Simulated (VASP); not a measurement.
Set up this calculation in VASP 6.6.1, as the native input.

```
Task                   : single point
Functional             : PBE
Potentials or basis    : VASP PAW PBE potentials, release 64 (Be, Ga_d, C)
Cutoff                 : 520 eV
k mesh                 : 14 × 14 × 14
Occupations            : gaussian, width 0.1 eV
Spin                   : no spin polarisation
Dipole correction      : no
Further INCAR settings : ALGO = Fast; EDIFF = 1e-06; NBANDS = 26
```

The structure of BeGa2C2 lies in POSCAR:

```
BeGa2C2
1.0
   -1.9428713449      1.9428713449      3.7526708801
    1.9428713449     -1.9428713449      3.7526708801
    1.9428713449      1.9428713449     -3.7526708801
Be Ga C
1 2 2
Direct
    0.0000000000      0.0000000000      0.0000000000
    0.2500000000      0.7500000000      0.5000000000
    0.7500000000      0.2500000000      0.5000000000
    0.5981573644      0.5981573644      0.0000000000
    0.4018426356      0.4018426356      0.0000000000
```

The cell was generated, and may not be a known phase.

One way to write it, as run:

INCAR

```
SYSTEM = BeGa2C2
ALGO = Fast
EDIFF = 1E-6
ENCUT = 520
GGA = PE
ISIF = 2
ISMEAR = 0
LASPH = .True.
LCHARG = .False.
LREAL = .False.
LWAVE = .False.
NBANDS = 26
NELM = 60
PREC = Accurate
SIGMA = 0.1
```

KPOINTS

```
k-points
0
Gamma
  14 14 14
  0 0 0
```

Potentials or basis: VASP PAW PBE potentials, release 64 (Be, Ga_d, C).

The run is started by

```bash
$ cat potpaw_PBE.64/Be/POTCAR potpaw_PBE.64/Ga_d/POTCAR potpaw_PBE.64/C/POTCAR > POTCAR
$ mpirun -np 1 vasp_std > vasp.out
```

It gave:

```yaml
Pressure: 0.2 GPa
Largest_force: 0.018 eV/Å
Band_gap_on_the_k_mesh: zero (bands 18 and 19 overlap by 1.55 eV)
```

Run time: 11 min on 1 thread of Oxide Virtual Turin-like Processor, with other jobs on the host, peak memory 0.42 GiB.
